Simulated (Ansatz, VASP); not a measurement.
One calculation of GaSb, two programs

```
CELL_PARAMETERS angstrom
-2.67925 2.67925 1.68481
2.67925 -2.67925 1.68481
2.67925 2.67925 -1.68481
ATOMIC_POSITIONS crystal
Ga 0.25000 0.75000 0.50000
Sb 0.00000 0.00000 0.00000
```

Alike in both runs: task single point; functional PBE; k mesh 24 × 24 × 24; occupations gaussian, width 0.15 eV; no spin polarisation.

|  | VASP | Ansatz |
| --- | --- | --- |
| version | VASP 6.6.1 | Ansatz 0.2.0 |
| potentials or method | VASP PAW PBE potentials, release 64 (Ga_d, Sb), cutoff 520 eV | scalar-relativistic, plane waves, PAW |
| valence electrons in the cell | 18 | 28 |

|  | VASP | Ansatz | Ansatz less VASP |
| --- | --- | --- | --- |
| gap on the k mesh at the Fermi level (eV) | none | none | - |
| pressure (GPa) | 0.8 | 0.8 | +0.04 |
| traceless stress, the component that is largest in VASP (GPa) | -2.67 | -2.61 | +0.057 |

A gap of «none» marks a metal or a gap that the smearing closes. The functional is the same, so the differences come from potentials, cutoffs and numerics. VASP's potentials hold 18 valence electrons a cell and Ansatz's 28, so a difference there can come from the potentials and not from the codes.

Spin-orbit coupling is off throughout.
